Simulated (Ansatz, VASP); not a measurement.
**One calculation of Hg, two programs**

```xyz
2
Lattice="3.5198 0.0000 0.0000 -1.7599 3.0482 0.0000 0.0000 0.0000 5.1276" Properties=species:S:1:pos:R:3 pbc="T T T"
Hg    1.7599    1.0161    3.8457
Hg    0.0000    2.0322    1.2819
```

Alike in both runs: task single point; functional PBE; dispersion D3(BJ); k mesh 15 × 15 × 8; occupations gaussian, width 0.15 eV; no spin polarisation.

|  | VASP | Ansatz |
| --- | --- | --- |
| version | VASP 6.6.1 | Ansatz 0.2.0 |
| potentials or method | VASP PAW PBE potentials, release 64 (Hg), cutoff 520 eV | scalar-relativistic, plane waves, PAW |
| valence electrons in the cell | 24 | 40 |

Ansatz gave:

| Quantity | Value |
| --- | --- |
| gap on the k mesh at the Fermi level (eV) | none |
| pressure (GPa) | -0.9 |
| traceless stress, the component that is largest in VASP (GPa) | 0.39 |

Task: Which values does VASP return?

Result: gap on the k mesh at the Fermi level (eV): none; pressure (GPa): -0.7; traceless stress, the component that is largest in VASP (GPa): 0.45.

A gap of «none» marks a metal or a gap that the smearing closes. VASP's potentials hold 24 valence electrons a cell and Ansatz's 40, so a difference there can come from the potentials and not from the codes.

Neither program's run includes spin-orbit coupling.
